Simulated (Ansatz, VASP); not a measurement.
This is a calculation of Si2Mo for VASP 6.6.1.

INCAR

```
SYSTEM = Si2Mo
PREC = Accurate
ENCUT = 600
EDIFF = 1E-6
ISMEAR = -1
SIGMA = 0.05
LREAL = .False.
LASPH = .True.
NELM = 60
ALGO = Normal
ISIF = 3
LWAVE = .False.
LCHARG = .False.
GGA = PE
IVDW = 13
IBRION = 2
NSW = 60
EDIFFG = -0.01
```

File KPOINTS:

```
Automatic mesh
0
Gamma
  12 12 12
  0 0 0
```

The input POSCAR:

```
Si2Mo
1.0
   -1.6000000000      1.6000000000      3.9305000000
    1.6000000000     -1.6000000000      3.9305000000
    1.6000000000      1.6000000000     -3.9305000000
Mo Si
1 2
Direct
    0.0000000000      0.0000000000      0.0000000000
    0.6670000000      0.6670000000      0.0000000000
    0.3330000000      0.3330000000      0.0000000000
```

Potentials or basis: VASP PAW PBE potentials, release 64 (Mo_sv, Si).

Command:

```sh
$ cat potpaw_PBE.64/Mo_sv/POTCAR potpaw_PBE.64/Si/POTCAR > POTCAR
$ mpirun -np 1 vasp_std > vasp.out
```

Task: Translate it to Ansatz 0.2.0. Potentials there: Ansatz PAW.

Result: As run (the cutoff follows the program's own potentials):

Contents of input.yaml:

```yaml
crystal:
  lattice:
    - [-1.6, 1.6, 3.9305]
    - [1.6, -1.6, 3.9305]
    - [1.6, 1.6, -3.9305]
  atoms:
    - { symbol: Mo, position: [0.0, 0.0, 0.0] }
    - { symbol: Si, position: [0.667, 0.667, 0.0] }
    - { symbol: Si, position: [0.333, 0.333, 0.0] }
hamiltonian:
  xc: pbe
  pseudopotentials: { kind: paw }
  dispersion: d4
kpoints:
  mp_grid: { grid: [12, 12, 12] }
scf:
  occupations: { method: fermi_dirac, width: 0.05 }
output:
  forces: true
  stress: true
relax:
  f_tol: 0.01
  max_steps: 40
  cell: { stress_tol: 0.05 }
```

Potentials or basis: Ansatz PAW.

Launch:

```console
$ ansatz run input.yaml --threads 2 --pin off --max-ram 5632MiB --backend cpu --events-out ev --progress --plain --runs-dir out
```

Both were run:

|  | VASP | Ansatz | Ansatz less VASP |
| --- | --- | --- | --- |
| relaxed volume (Å³/atom) | 13.20 | 13.19 | -0.008 |
| relaxed cell length with the largest relative difference (Å) | 4.506 | 4.506 | -0.0006 |

Noted on Ansatz's run: the plane-wave basis is chosen anew once the cell has moved, so the energies of steps on either side of that aren't comparable.
